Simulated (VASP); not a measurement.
Input of a VASP 6.6.1 run:

INCAR

```
SYSTEM = LiSi16
ALGO = Normal
EDIFF = 1E-7
ENCUT = 520
GGA = PS
ISIF = 2
ISMEAR = 0
LASPH = .TRUE.
LCHARG = .FALSE.
LREAL = Auto
LWAVE = .FALSE.
NBANDS = 48
NELECT = 66.0
NELM = 100
PREC = Accurate
SIGMA = 0.02
```

File KPOINTS:

```
k-points
0
G
  2 2 2
  0 0 0
```

POSCAR

```
LiSi16
1.0
    0.0000000000      5.4300000000      5.4300000000
    5.4300000000      0.0000000000      5.4300000000
    5.4300000000      5.4300000000      0.0000000000
Si Li
16 1
Direct
    0.0006487486     -0.0025755188      0.0009315654
    0.1226831323      0.1271497871      0.1230404314
   -0.0078609774      0.0026586806      0.5025821576
    0.1226804022      0.1271146266      0.6270642874
    0.0006180460      0.5010243689      0.0009026173
    0.1250890779      0.6249452354      0.1249955945
    0.0005841900      0.5009940175      0.4974860920
    0.1226753554      0.6232369453      0.6270302222
    0.5021486793      0.0023809297     -0.0068661140
    0.6267901980      0.1269723483      0.1230664725
    0.5020682079      0.0023083545      0.5022169794
    0.6241028486      0.1255506190      0.6250442337
    0.4976006976      0.5008629285      0.0007342806
    0.6267546733      0.6232700253      0.1230628512
    0.5019931368      0.4936684293      0.5021457522
    0.6267159946      0.6232703021      0.6268462643
    0.3725754487     -0.1236018192      0.3752010323
```

Potentials or basis: VASP PAW PBE potentials, release 64 (Si, Li_sv).

Command:

```bash
$ cat potpaw_PBE.64/Si/POTCAR potpaw_PBE.64/Li_sv/POTCAR > POTCAR
$ mpirun -np 1 vasp_std > vasp.out
```

**Question.** Predict the largest force.

**Answer.** 0.039 eV/Å.

Forces in eV/Å, atoms in the order of the input:
```
Si   0.006 -0.006  0.009
Si   0.005  0.004 -0.004
Si   0.007 -0.010 -0.005
Si  -0.003 -0.005 -0.005
Si  -0.009 -0.005 -0.006
Si   0.001 -0.001 -0.001
Si   0.004  0.009 -0.005
Si   0.006 -0.006  0.002
Si   0.004 -0.013 -0.001
Si  -0.001 -0.001  0.001
Si   0.011 -0.005  0.001
Si  -0.003  0.005  0.002
Si  -0.003  0.004  0.003
Si  -0.003 -0.001  0.002
Si   0.000 -0.002 -0.010
Si   0.000  0.004  0.001
Li  -0.022  0.029  0.015
```

Caveat: the k points lie up to 0.50 Å⁻¹ apart; the cell carries a net charge on a neutralising background, which shifts energy and pressure; the PAW data sets were made with another functional, which shifts forces and pressure a little.
